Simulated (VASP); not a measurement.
Runs of VASP 6.6.1 on KZnF3. The structure is that of space group Pm-3m (No. 221), or close to it. The cells are those of the table. 

```tsv
level	cell	smearing	gap on the mesh (eV)	pressure (GPa)
r2SCAN	a = 4.113 Å, 5 atoms	gaussian 0.01 eV	4.46	-3.6
PBE	a = 4.046 Å, 5 atoms	fermi-dirac 0.02 eV	3.80	5.2
PBE	a = 4.047 Å, angles 90.0, 90.0, 88.3°, 5 atoms	fermi-dirac 0.02 eV	3.80	5.3
PBE	a = 3.938, b = 3.938, c = 4.046 Å, 5 atoms	fermi-dirac 0.02 eV	(a)	11.2
PBE	a = 4.113 Å, 5 atoms	fermi-dirac 0.02 eV	(b)	1.1
```

Alike in all rows: task single point; potentials or basis VASP PAW PBE potentials, release 64 (K_sv, Zn, F); no spin polarisation; k mesh 6 × 6 × 6; cutoff (eV) 520.

Fill in the values left out.

(a) 3.85; (b) 3.68.

Caveats: the PAW data sets were made with another functional, which shifts forces and pressure a little (some runs).

A k mesh can miss the band edges.
